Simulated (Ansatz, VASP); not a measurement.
# One calculation of Al3GaN4, two programs

```
CELL_PARAMETERS angstrom
5.04341 0.00000 0.00009
0.00000 3.13007 0.00000
-0.00302 0.00000 5.25545
ATOMIC_POSITIONS crystal
Al 0.49917 0.50000 0.16832
Al 0.99963 0.50000 0.83407
Al 0.99986 0.00000 0.33056
Ga 0.49750 0.00000 0.66734
N 0.11217 0.00000 0.66957
N 0.12408 0.50000 0.17036
N 0.62662 0.50000 0.83692
N 0.62459 0.00000 0.32287
```

Change from the starting cell: strain along c alone, the other axes held, atoms relaxed: -3.0 %.

Alike in both runs: functional PBEsol; k mesh 6 × 8 × 4; occupations gaussian, width 0.02 eV; no spin polarisation.

Ansatz relaxed the structure, and its values are those at the end. VASP's run is a single point on that final structure, the one shown.

|  | VASP | Ansatz |
| --- | --- | --- |
| version | VASP 6.6.1 | Ansatz 0.2.0 |
| potentials or method | VASP PAW PBE potentials, release 64 (Al, Ga_d, N), cutoff 520 eV | scalar-relativistic, plane waves, PAW |
| valence electrons in the cell | 42 | 42 |

```csv
,VASP,Ansatz,Ansatz less VASP
gap on the k mesh at the Fermi level (eV),3.65,3.63,-0.017
least direct gap on the mesh (eV),3.65,3.63,-0.017
pressure (GPa),6.4,6.5,+0.05
rms of the force components (eV/Å),0.006,0.001,-0.0052
```

VASP's potentials were made for PBE, not for PBEsol. The functional is the same, so the differences come from potentials, cutoffs and numerics. Ansatz's warnings: stress scf threshold loose.
